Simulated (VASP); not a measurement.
Si: dielectric tensor with r2SCAN

The system is Si.

```xyz
2
Lattice="-0.0254 2.7239 2.7239 2.7239 -0.0254 2.7239 2.7239 2.7239 -0.0254" Properties=species:S:1:pos:R:3 pbc="T T T"
Si   -0.0031   -0.0031   -0.0031
Si    1.3587    1.3587    1.3587
```

This cell differs from its parent crystal: epitaxial 111 strain +1.0%.

| Quantity | Value |
| --- | --- |
| Program | VASP 6.6.1 |
| Task | dielectric tensor |
| Functional | r2SCAN |
| Potentials or basis | VASP PAW PBE potentials, release 64 (Si) |
| Cutoff | 520 eV |
| k mesh | 6 × 6 × 6 |
| Occupations | gaussian, width 0.01 eV |
| Spin | no spin polarisation |
| Dipole correction | no |
| Further INCAR settings | ALGO = Normal; EDIFF = 1e-08 |

* Band gap on the k mesh: 0.81 eV (least direct gap 2.61 eV)
* Electronic dielectric tensor (diagonal): 11.28
* Born charges (mean of the diagonal): Si +0.00 e

Levels at points of the mesh, in eV from the valence-band top:
| k point | band 1 | band 2 | band 3 | band 4 | band 5 | band 6 | band 7 | band 8 |
| --- | --- | --- | --- | --- | --- | --- | --- | --- |
| (0.00, 0.00, 0.00) | -12.44 | -0.12 | -0.12 | 0.00 | 2.61 | 2.61 | 2.74 | 3.66 |
| (0.50, 0.00, 0.00) | -10.07 | -7.24 | -1.33 | -1.28 | 1.76 | 3.49 | 3.58 | 8.25 |
| (0.50, 0.50, 0.00) | -8.18 | -8.14 | -3.09 | -2.97 | 0.81 | 0.95 | 10.54 | 10.61 |
| (0.50, 0.50, 0.50) | -9.97 | -7.22 | -1.41 | -1.41 | 1.56 | 3.45 | 3.45 | 8.10 |

Electronic dielectric tensor:
```
11.28 -0.05 -0.05
-0.05 11.28 -0.05
-0.05 -0.05 11.28
```

Born effective charge tensors (e):
atom 1, Si
```
0.00 0.00 0.00
0.00 0.00 0.00
0.00 0.00 0.00
```
atom 2, Si
```
0.00 0.00 0.00
0.00 0.00 0.00
0.00 0.00 0.00
```

Dipole moments of the cell (e·Å, modulo the quantum): ionic 5.422, 5.422, 5.422; electronic 0.000, 0.000, 0.023

Wall time 34 min on 1 thread of Intel Xeon 8259CL (shared host), peak memory 0.24 GiB.

Caveat: the cell differs from its parent crystal (epitaxial 111 strain +1.0%). A k mesh can miss the band edges.
